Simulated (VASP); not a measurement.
# Hg: relaxation of cell and atoms with LDA

The system is Hg.

```
Hg
1.0
     4.24206    0.00000    0.00000
    -2.12103    3.67373    0.00000
     0.00000    0.00000    2.63008
Hg
3
Direct
  0.00000 0.00000 0.00000
  0.33333 0.66667 0.50000
  0.66667 0.33333 0.50000
```

```json
{
 "Program": "VASP 6.6.1",
 "Task": "relaxation of cell and atoms",
 "Functional": "LDA",
 "Potentials or basis": "VASP PAW LDA potentials, release 64 (Hg)",
 "Cutoff": "600 eV",
 "k mesh": "9 × 9 × 12",
 "Occupations": "fermi-dirac, width 0.08 eV",
 "Spin": "no spin polarisation",
 "Target pressure": "130 GPa",
 "Dipole correction": "no",
 "Further INCAR settings": "ALGO = Normal; EDIFF = 1e-07; IBRION = 2; EDIFFG = -0.005; NSW = 60; ISIF = 3"
}
```

* Relaxed volume: 13.87 Å³/atom
* Relaxed cell: a = 4.345 Å, b = 4.345 Å, c = 2.545 Å, α = 90.00°, β = 90.00°, γ = 120.00°
* Space group after relaxing (to 0.1 Å): P6/mmm (No. 191)
* Energy change on relaxing (the run minimises the enthalpy): -206.1 meV/atom
* Ionic steps: 7
* Pressure after relaxing: 130.0 GPa
* Band gap on the k mesh: zero (bands 18 and 19 overlap by 3.81 eV)

Step by step:
| step | energy change (eV) | largest force (eV/Å) | pressure (GPa) | volume (Å³) |
| --- | --- | --- | --- | --- |
| 1 | 0.0000 | 0.0000 | 140.71 | 40.99 |
| 2 | -3.6372 | 0.0000 | 71.02 | 46.57 |
| 3 | -0.9067 | 0.0000 | 123.79 | 42.04 |
| 4 | -0.5693 | 0.0000 | 130.62 | 41.62 |
| 5 | -0.8073 | 0.0000 | 126.24 | 41.84 |
| 6 | 0.4588 | 0.0000 | 150.92 | 40.37 |
| 7 | -0.6184 | 0.0000 | 129.95 | 41.60 |

Final structure:
```yaml
crystal:
  lattice:
    - [4.34462, 0.00000, 0.00000]
    - [-2.17231, 3.76255, 0.00000]
    - [0.00000, 0.00000, 2.54504]
  atoms:
    - { symbol: Hg, position: [0.00000, 0.00000, 0.00000] }
    - { symbol: Hg, position: [0.33333, 0.66667, 0.50000] }
    - { symbol: Hg, position: [0.66667, 0.33333, 0.50000] }
```

Levels at points of the mesh, in eV from the Fermi level:
```
           k point  band 14  band 15  band 16  band 17  band 18  band 19  band 20  band 21  band 22
(0.00, 0.00, 0.00)    -9.19    -7.31    -7.31    -0.73     0.11     1.47     1.47     1.49     1.49
(0.00, 0.00, 0.50)    -7.79    -6.37    -4.43    -3.72     3.23     3.89     4.11     4.11     5.77
```

It took 11 min on 1 thread of AMD EPYC 7R13, on a shared host, peak memory 0.19 GiB.

Caveat: the cell is relaxed towards a set pressure, so the run minimises the enthalpy, not the energy; spin-orbit coupling is left out, which moves the levels of the heavy elements.
